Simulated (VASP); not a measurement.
# WS2 in VASP: single point with PBE+D3(BJ)

Aim: the single point of WS2 with PBE+D3(BJ).

Program: VASP 6.6.1. These are calculated values, not measurements. Logs are shortened: lines on timing, memory, paths and dates and some standing lists are left out, and cuts for length are marked.

## (1) The cell of the first run

The cell holds a slab with vacuum, 6 atoms: a = 3.160 Å, b = 3.160 Å, c = 23.804 Å, α = 90.00°, β = 90.00°, γ = 120.00°.

## (2) Single point, PBE+D3(BJ) (layers slid over each other)

Contents of INCAR:

```
PREC     = Accurate       # precision mode
ENCUT    = 520            # plane-wave cutoff, eV
EDIFF    = 1E-7           # SCF threshold, eV
ISMEAR   = 0              # smearing method
SIGMA    = 0.05           # smearing width, eV
LREAL    = False          # projectors in reciprocal space
LASPH    = True           # aspherical terms in the spheres
NELM     = 80             # most SCF steps
ALGO     = Normal         # electronic algorithm
ISIF     = 2              # what is computed and relaxed
LWAVE    = False          # write WAVECAR
LCHARG   = False          # write CHGCAR
LDIPOL   = True         
IDIPOL   = 3            
DIPOL    = 0.5 0.5 0.391
GGA      = PE             # functional
IVDW     = 12             # dispersion correction
NBANDS   = 35             # bands
```

Contents of KPOINTS:

```
Automatic mesh
0
Gamma
  9 9 1
```

Contents of POSCAR:

```
WS2
1.0
    3.1595457497      0.0000000000      0.0000000000
   -1.5797728749      2.7362468836      0.0000000000
    0.0000000000      0.0000000000     23.8042575719
S W
4 2
Direct
    0.3333333333      0.6666666667      0.1890418126
    0.3333333333      0.6666666667      0.3214605103
    0.3333333333      1.1666666667      0.4596710800
    0.3333333333      1.1666666667      0.5920897776
    0.6666666667      0.3333333333      0.2552511581
    0.6666666667      0.8333333333      0.5258804254
```

Potentials or basis: VASP PAW PBE potentials, release 64 (S, W_sv).

Run with:

```console
> cat potpaw_PBE.64/S/POTCAR potpaw_PBE.64/W_sv/POTCAR > POTCAR
> mpirun -np 1 vasp_std > vasp.out
```

OUTCAR:

```text
PREC = Accurate
   ENCUT = 520
   EDIFF = 1E-7
   ISMEAR = 0
   LREAL = False
   LASPH = True
   NELM = 80
   ISIF = 2
   GGA = PE
   IVDW = 12
 IVDW          = 12

 ion  position               nearest neighbor table
   1  0.333  0.667  0.189-   5 2.41   5 2.41   5 2.41
   2  0.333  0.667  0.321-   5 2.41   5 2.41   5 2.41
   3  0.333  0.167  0.460-   6 2.41   6 2.41   6 2.41
   4  0.333  0.167  0.592-   6 2.41   6 2.41   6 2.41
   5  0.667  0.333  0.255-   1 2.41   1 2.41   1 2.41   2 2.41   2 2.41   2 2.41
   6  0.667  0.833  0.526-   3 2.41   3 2.41   3 2.41   4 2.41   4 2.41   4 2.41

  LATTYP: Found a hexagonal cell.
 ALAT       =     3.1595457497
 C/A-ratio  =     7.5340759266

  Lattice vectors:

 A1 = (   3.1595457497,   0.0000000000,   0.0000000000)
 A2 = (  -1.5797728749,   2.7362468836,   0.0000000000)
 A3 = (   0.0000000000,   0.0000000000,  23.8042575719)

Analysis of symmetry for initial positions (statically):
=====================================================================
 Subroutine PRICEL returns:
 Original cell was already a primitive cell.

 Routine SETGRP: Setting up the symmetry group for a
 hexagonal supercell.

 Subroutine GETGRP returns: Found  4 space group operations
 (whereof  2 operations were pure point group operations)
 out of a pool of 24 trial point group operations.

The static configuration has the point symmetry C_1h.
 The point group associated with its full space group is C_2v.

Analysis of symmetry for dynamics (positions and initial velocities):
=====================================================================
 Subroutine PRICEL returns:
 Original cell was already a primitive cell.

 Routine SETGRP: Setting up the symmetry group for a
 hexagonal supercell.

 Subroutine GETGRP returns: Found  4 space group operations
 (whereof  2 operations were pure point group operations)
 out of a pool of 24 trial point group operations.

The dynamic configuration has the point symmetry C_1h.
 The point group associated with its full space group is C_2v.

 Subroutine INISYM returns: Found  4 space group operations
 (whereof  2 operations are pure point group operations),
 and found     1 'primitive' translations

----------------------------------------------------------------------------------------

                                     Primitive cell

  volume of cell :     205.7949

  direct lattice vectors                    reciprocal lattice vectors
     3.159545750  0.000000000  0.000000000     0.316501193  0.182732049  0.000000000
    -1.579772875  2.736246884  0.000000000     0.000000000  0.365464098  0.000000000
     0.000000000  0.000000000 23.804257572     0.000000000  0.000000000  0.042009292

  length of vectors
     3.159545750  3.159545750 23.804257572     0.365464098  0.365464098  0.042009292

  position of ions in fractional coordinates (direct lattice)
     0.333333333  0.666666667  0.189041813
     0.333333333  0.666666667  0.321460510
     0.333333333  0.166666667  0.459671080
     0.333333333  0.166666667  0.592089778
     0.666666667  0.333333333  0.255251158
     0.666666667  0.833333333  0.525880425

  ion indices of the primitive-cell ions
   primitive index   ion index
                 1           1
                 2           2
                 3           3
                 4           4
                 5           5
                 6           6

----------------------------------------------------------------------------------------

 KPOINTS: Automatic mesh

Automatic generation of k-mesh.
 Grid dimensions read from file:
 generate k-points for:    9    9    1

 Generating k-lattice:

  Cartesian coordinates                     Fractional coordinates (reciprocal lattice)
     0.035166799  0.020303561  0.000000000     0.111111111 -0.000000000  0.000000000
     0.000000000  0.040607122  0.000000000     0.000000000  0.111111111  0.000000000
     0.000000000  0.000000000  0.042009292     0.000000000  0.000000000  1.000000000

  Length of vectors
     0.040607122  0.040607122  0.042009292

  Shift w.r.t. Gamma in fractional coordinates (k-lattice)
     0.000000000  0.000000000  0.000000000

 Subroutine IBZKPT returns following result:
 ===========================================

 Found     25 irreducible k-points:

 Following reciprocal coordinates:
            Coordinates               Weight
  0.000000  0.000000  0.000000      1.000000
  0.111111 -0.000000  0.000000      2.000000
  0.000000  0.111111  0.000000      4.000000
  0.222222  0.000000  0.000000      2.000000
  0.000000  0.222222  0.000000      4.000000
  0.333333 -0.000000  0.000000      2.000000
[... 16 lines left out ...]
 -0.222222 -0.444444  0.000000      4.000000
  0.444444  0.333333  0.000000      4.000000
   k-points           NKPTS =     25   k-points in BZ     NKDIM =     25   number of bands    NBANDS=     35
   number of dos      NEDOS =    301   number of ions     NIONS =      6
   total plane-waves  NPLWV = 103680
   dimension x,y,z NGX =    24 NGY =   24 NGZ =  180
   dimension x,y,z NGXF=    48 NGYF=   48 NGZF=  360
   ions per type =               4   2
   NGX,Y,Z   is equivalent  to a cutoff of  12.63, 12.63, 12.57 a.u.
   NGXF,Y,Z  is equivalent  to a cutoff of  25.26, 25.26, 25.14 a.u.
 SYSTEM =  unknown system
   PREC   = accura    normal or accurate (medium, high low for compatibility)
   ISTART =      0    job   : 0-new  1-cont  2-samecut
   ICHARG =      2    charge: 1-file 2-atom 10-const
   ISPIN  =      1    spin polarized calculation?
   LNONCOLLINEAR =      F non collinear calculations
   LSORBIT =      F    spin-orbit coupling
   LASPH  =      T    aspherical Exc in radial PAW
   ENCUT  =  520.0 eV  38.22 Ry    6.18 a.u.   5.87  5.87 44.26*2*pi/ulx,y,z
   NELM   =     80;   NELMIN=  2; NELMDL= -5     # of ELM steps
   EDIFF  = 0.1E-06   stopping-criterion for ELM
   LREAL  =      F    real-space projection
   EDIFFG = 0.1E-05   stopping-criterion for IOM
   NSW    =      0    number of steps for IOM
   IBRION =     -1    ionic relax: 0-MD 1-quasi-New 2-CG
   NFREE  =      0    steps in history (QN), initial steepest desc. (CG)
   ISIF   =      2    stress and relaxation
   ISYM   =      2    0-nonsym 1-usesym 2-fastsym
   POTIM  = 0.5000    time-step for ionic-motion
   TEBEG  =    0.0;   TEEND  =   0.0 temperature during run
   PSTRESS=    0.0 pullay stress
   NELECT =      52.0000    total number of electrons
   NUPDOWN=      -1.0000    fix difference up-down
   EMIN   =  10.00;   EMAX   =-10.00  energy-range for DOS
   EFERMI =   0.00;   METHOD = LEGACY
   ISMEAR =     0;   SIGMA  =   0.05  broadening in eV -4-tet -1-fermi 0-gaus
   EFERMI_NEDOS =   21; number of points for ismear=-14 and -15
   IALGO  =     38    algorithm
   IMIX   =      4    mixing-type and parameters
     AMIX     =   0.40;   BMIX     =  1.00
     AMIX_MAG =   1.60;   BMIX_MAG =  1.00
  volume/ion in A,a.u.               =      34.30       231.46
  Fermi-wavevector in a.u.,A,eV,Ry     =   1.034978  1.955825 14.574279  1.071179
  Thomas-Fermi vector in A             =   2.169299
   LORBIT       =      0    0 simple, 1 ext, 2 COOP (PROOUT), +10 PAW based schemes
   GGA     = PE    functional components
   LHFCALC =     F    Hartree Fock is set to
   AEXX    =    0.0000 exact exchange contribution
   IVDW    =    12    specifies the selected vdW correction
   LEPSILON=     F    determine dielectric tensor
   LRPA    =     F    only Hartree local field effects (RPA)
 non-spin polarized calculation
 Gauss-broadening in eV      SIGMA  =   0.05
  energy-cutoff  :      520.00
  volume of cell :      205.79
 maximum number of plane-waves:      5566
   NGX = 11   NGY = 11   NGZ = 89

 dipolmoment           0.000000      0.000000      0.000068 electrons x Angstroem

 number of electron      51.9999994 magnetization

 dipolmoment           0.000000      0.000000     -0.000003 electrons x Angstroem

 Free energy of the ion-electron system (eV)
  ---------------------------------------------------
  ext. energy  EPLUGINS =         0.00000000
  ---------------------------------------------------
  free energy    TOTEN  =       -47.30599642 eV

  energy without entropy =      -47.30599642  energy(sigma->0) =      -47.30599642

 E-fermi :   1.3933     XC(G=0):  -6.1395

 val. band max:        1.0443659823   @ k =   0.0000   0.0000   0.0000
 cond. band min:       2.7307572178   @ k =  -0.3333   0.2222   0.0000
 fundamental gap:      1.6863912355
 Fermi energy:         1.3933448963

 k-point     1 :       0.0000    0.0000    0.0000
  band No.  band energies     occupation
      1     -73.1938      2.00000
      2     -73.1938      2.00000
      3     -37.4462      2.00000
      4     -37.4462      2.00000
      5     -37.2713      2.00000
      6     -37.2712      2.00000
[... 27 lines left out ...]
     34       3.9210      0.00000
     35       5.8681      0.00000

 k-point     2 :       0.1111   -0.0000    0.0000
  band No.  band energies     occupation
      1     -73.1916      2.00000
      2     -73.1916      2.00000
      3     -37.4385      2.00000
      4     -37.4385      2.00000
      5     -37.3139      2.00000
      6     -37.3138      2.00000
[... 27 lines left out ...]
     34       4.1418      0.00000
     35       6.2284      0.00000

 k-point     3 :       0.0000    0.1111    0.0000
  band No.  band energies     occupation
      1     -73.1916      2.00000
      2     -73.1916      2.00000
      3     -37.4385      2.00000
      4     -37.4385      2.00000
      5     -37.3140      2.00000
      6     -37.3140      2.00000
[... 27 lines left out ...]
     34       4.1086      0.00000
     35       6.2293      0.00000
[... 723 lines left out ...]
 k-point    23 :      -0.2222   -0.4444    0.0000
  band No.  band energies     occupation
      1     -73.1740      2.00000
      2     -73.1740      2.00000
      3     -37.5743      2.00000
      4     -37.5743      2.00000
      5     -37.4395      2.00000
      6     -37.4395      2.00000
[... 27 lines left out ...]
     34       6.0322      0.00000
     35       7.0815      0.00000

 k-point    24 :       0.4444    0.3333    0.0000
  band No.  band energies     occupation
      1     -73.1740      2.00000
      2     -73.1740      2.00000
      3     -37.5743      2.00000
      4     -37.5742      2.00000
      5     -37.4395      2.00000
      6     -37.4395      2.00000
[... 27 lines left out ...]
     34       6.0531      0.00000
     35       7.0782      0.00000

 [... further k-points ...]

------------------------ aborting loop because EDIFF is reached ----------------------------------------

 vacuum level on the upper side and lower side of the slab       (xc-potential included)        -0.089        -0.090

 Edisp (eV)   -2.14243

 E8    (eV) :    -0.9302

  FORCE on cell =-STRESS in cart. coord.  units (eV):
  Direction    XX          YY          ZZ          XY          YZ          ZX
  --------------------------------------------------------------------------------------
  -------------------------------------------------------------------------------------
  Total      -0.24877    -0.18245    -0.54980    -0.05744     0.00000     0.00000
  in kB      -1.93678    -1.42046    -4.28037    -0.44715     0.00000     0.00000
  external pressure =       -2.55 kB  Pullay stress =        0.00 kB

 VOLUME and BASIS-vectors are now :
 -----------------------------------------------------------------------------
  energy-cutoff  :      520.00
  volume of cell :      205.79
      direct lattice vectors                 reciprocal lattice vectors
     3.159545750  0.000000000  0.000000000     0.316501193  0.182732049  0.000000000
    -1.579772875  2.736246884  0.000000000     0.000000000  0.365464098  0.000000000
     0.000000000  0.000000000 23.804257572     0.000000000  0.000000000  0.042009292

 POSITION                                       TOTAL-FORCE (eV/Angst)
 -----------------------------------------------------------------------------------
     -0.00000      1.82416      4.50000         0.001831      0.001057      0.005668
     -0.00000      1.82416      7.65213        -0.001702     -0.000983      0.029747
      0.78989      0.45604     10.94213        -0.001702     -0.000983     -0.029747
      0.78989      0.45604     14.09426         0.001831      0.001057     -0.005668
      1.57977      0.91208      6.07606        -0.000129     -0.000074      0.049468
      0.78989      2.28021     12.51819        -0.000129     -0.000074     -0.049468
 -----------------------------------------------------------------------------------
    total drift:                               -0.000099     -0.000057     -0.000340

  FREE ENERGIE OF THE ION-ELECTRON SYSTEM (eV)
  ---------------------------------------------------
  free  energy   TOTEN  =       -49.4484239503 eV

  energy  without entropy=      -49.4484239503  energy(sigma->0) =      -49.44842395

 vacuum level on the upper side and lower side of the slab         6.389         6.389
```

Wall time 2.7 min (1 thread of AMD EPYC 9R45 (Zen 5), shared host); peak memory 0.36 GiB.

Results:

```
Free energy                : -49.4484 eV
Largest force              : 0.049 eV/Å
Band gap on the k mesh     : 1.69 eV (least direct gap 1.91 eV)
Dispersion energy per atom : -0.357 eV
```

Forces in eV/Å, atoms in the order of the input:
```
S    0.002  0.001  0.006
S   -0.002 -0.001  0.030
S   -0.002 -0.001 -0.030
S    0.002  0.001 -0.006
W    0.000  0.000  0.049
W    0.000  0.000 -0.049
```

Levels at points of the mesh, in eV from the valence-band top:
```csv
k point,band 24,band 25,band 26,band 27,band 28,band 29
"(0.00, 0.00, 0.00)",-1.79,-0.55,0.00,2.66,2.69,2.71
```

Caveat: the cell differs from its parent crystal (layers slid over each other); spin-orbit coupling is left out, which moves the levels of the heavy elements.
